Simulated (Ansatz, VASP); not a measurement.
**Two plane-wave programs on SiC2**

INCAR

```
SYSTEM = SiC2
PREC = Accurate
ENCUT = 600
EDIFF = 1E-7
ISMEAR = 0
SIGMA = 0.1
LREAL = .False.
LASPH = .True.
NELM = 60
ALGO = Normal
ISIF = 3
LWAVE = .False.
LCHARG = .False.
GGA = PE
IBRION = 2
NSW = 90
EDIFFG = -0.04
```

The input KPOINTS:

```
Automatic mesh
0
Gamma
  6 6 6
  0 0 0
```

The input POSCAR:

```
SiC2
1.0
    1.3878108000      0.8012529400      3.5591314400
   -1.3878108000      0.8012529400      3.5591314400
    0.0000000000     -1.6025058800      3.5591314400
Si C
1 2
Direct
    0.0000000000      0.0000000000      0.0000000000
    0.4160641100      0.4160641100      0.4160641100
    0.5839358900      0.5839358900      0.5839358900
```

Input for Ansatz:

```yaml
crystal:
  lattice:
    - [1.3878108, 0.80125294, 3.55913144]
    - [-1.3878108, 0.80125294, 3.55913144]
    - [0.0, -1.60250588, 3.55913144]
  atoms:
    - { symbol: Si, position: [0.0, 0.0, 0.0] }
    - { symbol: C, position: [0.41606411, 0.41606411, 0.41606411] }
    - { symbol: C, position: [0.58393589, 0.58393589, 0.58393589] }
basis:
  ecutwfc: 420
kpoints:
  mp_grid: { grid: [6, 6, 6] }
hamiltonian:
  xc: pbe
scf:
  occupations: { method: gaussian, width: 0.1 }
  lower_state_search: "off"
output:
  forces: true
  stress: true
  eigenvalues: true
relax:
  adjacent_minimum: "off"
  f_tol: 0.04
  max_steps: 70
  cell: { stress_tol: 0.4 }
```

Alike in both runs: task relaxation of cell and atoms; functional PBE; k mesh 6 × 6 × 6; occupations gaussian, width 0.1 eV; no spin polarisation.

|  | VASP | Ansatz |
| --- | --- | --- |
| version | VASP 6.6.1 | Ansatz 0.2.0 |
| potentials or method | VASP PAW PBE potentials, release 64 (Si, C), cutoff 600 eV | scalar-relativistic, plane waves, PAW |
| valence electrons in the cell | 12 | 12 |

|  | VASP | Ansatz | Ansatz less VASP |
| --- | --- | --- | --- |
| gap on the k mesh at the Fermi level, each at its own relaxed structure (eV) | none | none | - |
| relaxed volume (Å³/atom) | 8.90 | 8.91 | +0.010 |
| relaxed length of the cell vector where the two differ most in proportion (Å) | 4.009 | 4.010 | +0.0007 |

A gap of «none» marks a metal or a gap that the smearing closes.

The k mesh is coarse, so the values compare programs but aren't converged.
